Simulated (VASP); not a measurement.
# HfC (F-43m) in VASP: notebook

Runs on HfC. Level: PBE. Tasks: single point, relaxation of cell and atoms.

Everything below comes from runs of VASP 6.6.1. Logs are shortened: lines on timing, memory, paths and dates and some standing lists are left out, and cuts for length are marked.

## (1) The cell of the first run

Symmetry: F-43m, No. 216, cubic system. The conventional cell has a = 5.043 Å, b = 5.043 Å, c = 5.043 Å, α = 90.00°, β = 90.00°, γ = 90.00°. Within 2.9 Å of Hf (site symmetry -43m) lie 4 C at 2.18 Å. C (site symmetry -43m) has 4 Hf at 2.18 Å within 2.9 Å.

## (2) Single point, PBE

File INCAR:

```
ALGO = Normal
EDIFF = 1E-6
ENCUT = 520
GGA = PE
ISIF = 2
ISMEAR = 0
LASPH = True
LCHARG = False
LREAL = False
LWAVE = False
NBANDS = 14
NELM = 60
PREC = Accurate
SIGMA = 0.1
```

File KPOINTS:

```
k-points
0
Gamma
  6 6 6
```

File POSCAR:

```
HfC
1.0
    0.0000000000      2.5216141617      2.5216141617
    2.5216141617      0.0000000000      2.5216141617
    2.5216141617      2.5216141617      0.0000000000
Hf C
1 1
Direct
    0.7500000000      0.7500000000      0.7500000000
    0.0000000000      0.0000000000      0.0000000000
```

Potentials or basis: VASP PAW PBE potentials, release 64 (Hf_pv, C).

Started as:

```console
$ cat potpaw_PBE.64/Hf_pv/POTCAR potpaw_PBE.64/C/POTCAR > POTCAR
$ mpirun -np 1 vasp_std > vasp.out
```

OUTCAR:

```text
EDIFF = 1E-6
   ENCUT = 520
   GGA = PE
   ISIF = 2
   ISMEAR = 0
   LASPH = True
   LREAL = False
   NELM = 60
   PREC = Accurate

 ion  position               nearest neighbor table
   1  0.750  0.750  0.750-   2 2.18   2 2.18   2 2.18   2 2.18
   2  0.000  0.000  0.000-   1 2.18   1 2.18   1 2.18   1 2.18

  LATTYP: Found a face centered cubic cell.
 ALAT       =     5.0432283234

  Lattice vectors:

 A1 = (   0.0000000000,   2.5216141617,   2.5216141617)
 A2 = (   2.5216141617,   0.0000000000,   2.5216141617)
 A3 = (   2.5216141617,   2.5216141617,   0.0000000000)

Analysis of symmetry for initial positions (statically):
=====================================================================
 Subroutine PRICEL returns:
 Original cell was already a primitive cell.

 Routine SETGRP: Setting up the symmetry group for a
 face centered cubic supercell.

 Subroutine GETGRP returns: Found 24 space group operations
 (whereof 24 operations were pure point group operations)
 out of a pool of 48 trial point group operations.

The static configuration has the point symmetry T_d .

Analysis of symmetry for dynamics (positions and initial velocities):
=====================================================================
 Subroutine PRICEL returns:
 Original cell was already a primitive cell.

 Routine SETGRP: Setting up the symmetry group for a
 face centered cubic supercell.

 Subroutine GETGRP returns: Found 24 space group operations
 (whereof 24 operations were pure point group operations)
 out of a pool of 48 trial point group operations.

The dynamic configuration has the point symmetry T_d .

 Subroutine INISYM returns: Found 24 space group operations
 (whereof 24 operations are pure point group operations),
 and found     1 'primitive' translations

----------------------------------------------------------------------------------------

                                     Primitive cell

  volume of cell :      32.0676

  direct lattice vectors                    reciprocal lattice vectors
     0.000000000  2.521614162  2.521614162    -0.198285688  0.198285688  0.198285688
     2.521614162  0.000000000  2.521614162     0.198285688 -0.198285688  0.198285688
     2.521614162  2.521614162  0.000000000     0.198285688  0.198285688 -0.198285688

  length of vectors
     3.566100947  3.566100947  3.566100947     0.343440887  0.343440887  0.343440887

  position of ions in fractional coordinates (direct lattice)
     0.750000000  0.750000000  0.750000000
     0.000000000  0.000000000  0.000000000

  ion indices of the primitive-cell ions
   primitive index   ion index
                 1           1
                 2           2

----------------------------------------------------------------------------------------

 KPOINTS: k-points

Automatic generation of k-mesh.
 Grid dimensions read from file:
 generate k-points for:    6    6    6

 Generating k-lattice:

  Cartesian coordinates                     Fractional coordinates (reciprocal lattice)
    -0.033047615  0.033047615  0.033047615     0.166666667  0.000000000  0.000000000
     0.033047615 -0.033047615  0.033047615     0.000000000  0.166666667  0.000000000
     0.033047615  0.033047615 -0.033047615     0.000000000  0.000000000  0.166666667

  Length of vectors
     0.057240148  0.057240148  0.057240148

  Shift w.r.t. Gamma in fractional coordinates (k-lattice)
     0.000000000  0.000000000  0.000000000

 Subroutine IBZKPT returns following result:
 ===========================================

 Found     16 irreducible k-points:

 Following reciprocal coordinates:
            Coordinates               Weight
  0.000000  0.000000  0.000000      1.000000
  0.166667  0.000000  0.000000      8.000000
  0.333333  0.000000  0.000000      8.000000
  0.500000  0.000000  0.000000      4.000000
  0.166667  0.166667  0.000000      6.000000
  0.333333  0.166667  0.000000     24.000000
[... 8 lines left out ...]
 -0.333333  0.333333  0.166667     24.000000
 -0.333333  0.500000  0.166667     12.000000
   k-points           NKPTS =     16   k-points in BZ     NKDIM =     16   number of bands    NBANDS=     14
   number of dos      NEDOS =    301   number of ions     NIONS =      2
   total plane-waves  NPLWV =  21952
   dimension x,y,z NGX =    28 NGY =   28 NGZ =   28
   dimension x,y,z NGXF=    56 NGYF=   56 NGZF=   56
   ions per type =               1   1
   NGX,Y,Z   is equivalent  to a cutoff of  13.05, 13.05, 13.05 a.u.
   NGXF,Y,Z  is equivalent  to a cutoff of  26.11, 26.11, 26.11 a.u.
 SYSTEM =  unknown system
   PREC   = accura    normal or accurate (medium, high low for compatibility)
   ISTART =      0    job   : 0-new  1-cont  2-samecut
   ICHARG =      2    charge: 1-file 2-atom 10-const
   ISPIN  =      1    spin polarized calculation?
   LNONCOLLINEAR =      F non collinear calculations
   LSORBIT =      F    spin-orbit coupling
   LASPH  =      T    aspherical Exc in radial PAW
   ENCUT  =  520.0 eV  38.22 Ry    6.18 a.u.   6.63  6.63  6.63*2*pi/ulx,y,z
   NELM   =     60;   NELMIN=  2; NELMDL= -5     # of ELM steps
   EDIFF  = 0.1E-05   stopping-criterion for ELM
   LREAL  =      F    real-space projection
   EDIFFG = 0.1E-04   stopping-criterion for IOM
   NSW    =      0    number of steps for IOM
   IBRION =     -1    ionic relax: 0-MD 1-quasi-New 2-CG
   NFREE  =      0    steps in history (QN), initial steepest desc. (CG)
   ISIF   =      2    stress and relaxation
   ISYM   =      2    0-nonsym 1-usesym 2-fastsym
   POTIM  = 0.5000    time-step for ionic-motion
   TEBEG  =    0.0;   TEEND  =   0.0 temperature during run
   PSTRESS=    0.0 pullay stress
   NELECT =      14.0000    total number of electrons
   NUPDOWN=      -1.0000    fix difference up-down
   EMIN   =  10.00;   EMAX   =-10.00  energy-range for DOS
   EFERMI =   0.00;   METHOD = LEGACY
   ISMEAR =     0;   SIGMA  =   0.10  broadening in eV -4-tet -1-fermi 0-gaus
   EFERMI_NEDOS =   21; number of points for ismear=-14 and -15
   IALGO  =     38    algorithm
   IMIX   =      4    mixing-type and parameters
     AMIX     =   0.40;   BMIX     =  1.00
     AMIX_MAG =   1.60;   BMIX_MAG =  1.00
  volume/ion in A,a.u.               =      16.03       108.20
  Fermi-wavevector in a.u.,A,eV,Ry     =   1.241925  2.346899 20.985339  1.542379
  Thomas-Fermi vector in A             =   2.376302
   LORBIT       =      0    0 simple, 1 ext, 2 COOP (PROOUT), +10 PAW based schemes
   GGA     = PE    functional components
   LHFCALC =     F    Hartree Fock is set to
   AEXX    =    0.0000 exact exchange contribution
   IVDW    =     0    specifies the selected vdW correction
   LEPSILON=     F    determine dielectric tensor
   LRPA    =     F    only Hartree local field effects (RPA)
 non-spin polarized calculation
 Gauss-broadening in eV      SIGMA  =   0.10
  energy-cutoff  :      520.00
  volume of cell :       32.07
 maximum number of plane-waves:       881
 NGX is ok and might be reduce to    28
   NGX = 13   NGY = 13   NGZ = 13

 number of electron      14.0000000 magnetization

 Free energy of the ion-electron system (eV)
  ---------------------------------------------------
  ext. energy  EPLUGINS =         0.00000000
  ---------------------------------------------------
  free energy    TOTEN  =       -19.75891709 eV

  energy without entropy =      -19.75863580  energy(sigma->0) =      -19.75877644

 E-fermi :   3.8265     XC(G=0): -10.8065

 val. band max:        3.6486160368   @ k =  -0.3333   0.5000   0.1667
 cond. band min:       4.0029556848   @ k =  -0.3333   0.5000   0.1667
 fundamental gap:      0.3543396480
 Fermi energy:         3.8265032129

 k-point     1 :       0.0000    0.0000    0.0000
  band No.  band energies     occupation
      1     -25.9854      2.00000
      2     -25.9854      2.00000
      3     -25.9854      2.00000
      4      -6.9640      2.00000
      5       1.4108      2.00000
      6       1.4108      2.00000
      7       1.4108      2.00000
      8       6.9093      0.00000
      9       7.2659      0.00000
     10       7.2659      0.00000
     11      12.7850      0.00000
     12      12.7850      0.00000
     13      12.7850      0.00000
     14      17.6374      0.00000

 k-point     2 :       0.1667    0.0000    0.0000
  band No.  band energies     occupation
      1     -26.0667      2.00000
      2     -25.9970      2.00000
      3     -25.9970      2.00000
      4      -6.5469      2.00000
      5       0.8908      2.00000
      6       1.6166      2.00000
      7       1.6166      2.00000
      8       6.9926      0.00000
      9       6.9926      0.00000
     10       8.0646      0.00000
     11      12.1638      0.00000
     12      13.1835      0.00000
     13      13.1835      0.00000
     14      15.0446      0.00000

 k-point     3 :       0.3333    0.0000    0.0000
  band No.  band energies     occupation
      1     -26.2248      2.00000
      2     -26.0200      2.00000
      3     -26.0200      2.00000
      4      -5.7094      2.00000
      5       0.5195      2.00000
      6       1.9236      2.00000
      7       1.9236      2.00000
      8       7.2120      0.00000
      9       7.2120      0.00000
     10       8.5817      0.00000
     11      11.1088      0.00000
     12      12.1787      0.00000
     13      12.1787      0.00000
     14      13.6507      0.00000
[... 188 lines left out ...]
 k-point    15 :      -0.3333    0.3333    0.1667
  band No.  band energies     occupation
      1     -26.2400      2.00000
      2     -26.1503      2.00000
      3     -26.0757      2.00000
      4      -4.8390      2.00000
      5       0.9919      2.00000
      6       1.4090      2.00000
      7       3.0928      2.00000
      8       4.8219      0.00000
      9       7.3592      0.00000
     10       8.3849      0.00000
     11      10.8833      0.00000
     12      11.6304      0.00000
     13      13.9500      0.00000
     14      16.1964      0.00000

 k-point    16 :      -0.3333    0.5000    0.1667
  band No.  band energies     occupation
      1     -26.2496      2.00000
      2     -26.1450      2.00000
      3     -26.1034      2.00000
      4      -4.6976      2.00000
      5       0.2983      2.00000
      6       2.3840      2.00000
      7       3.6486      1.98812
      8       4.0030      0.01258
      9       7.3156      0.00000
     10       8.7263      0.00000
     11       9.9162      0.00000
     12      11.4193      0.00000
     13      16.1493      0.00000
     14      16.8889      0.00000

------------------------ aborting loop because EDIFF is reached ----------------------------------------

  FORCE on cell =-STRESS in cart. coord.  units (eV):
  Direction    XX          YY          ZZ          XY          YZ          ZX
  --------------------------------------------------------------------------------------
  -------------------------------------------------------------------------------------
  Total       -0.0774304     -0.0774304     -0.0774304      0.0000000     -0.0000000      0.0000000
  in kB       -3.8686218     -3.8686218     -3.8686218      0.0000000     -0.0000000      0.0000000
  external PRESSURE =      -3.8686218 kB  Pullay stress =       0.0000000 kB

 VOLUME and BASIS-vectors are now :
 -----------------------------------------------------------------------------
  energy-cutoff  :      520.00
  volume of cell :       32.07
      direct lattice vectors                 reciprocal lattice vectors
     0.000000000  2.521614162  2.521614162    -0.198285688  0.198285688  0.198285688
     2.521614162  0.000000000  2.521614162     0.198285688 -0.198285688  0.198285688
     2.521614162  2.521614162  0.000000000     0.198285688  0.198285688 -0.198285688

 POSITION                                       TOTAL-FORCE (eV/Angst)
 -----------------------------------------------------------------------------------
      3.78242      3.78242      3.78242        -0.000000      0.000000     -0.000000
      0.00000      0.00000      0.00000         0.000000     -0.000000      0.000000
 -----------------------------------------------------------------------------------
    total drift:                                0.000000      0.000000      0.000000

  FREE ENERGIE OF THE ION-ELECTRON SYSTEM (eV)
  ---------------------------------------------------
  free  energy   TOTEN  =       -19.7589170873 eV

  energy  without entropy=      -19.7586358008  energy(sigma->0) =      -19.75877644
```

Run time: 5.3 s. Hardware: 1 thread of Intel Xeon 6975P-C (Granite Rapids), shared host; peak memory 0.15 GiB.

What came out:

```
Free energy            : -19.7589 eV
Pressure               : -0.4 GPa
Band gap on the k mesh : 0.35 eV, direct
```

Caveat: spin-orbit coupling is left out, which moves the levels of the heavy elements. A k mesh can miss the band edges.

(Part 1 of 2 ends here.)
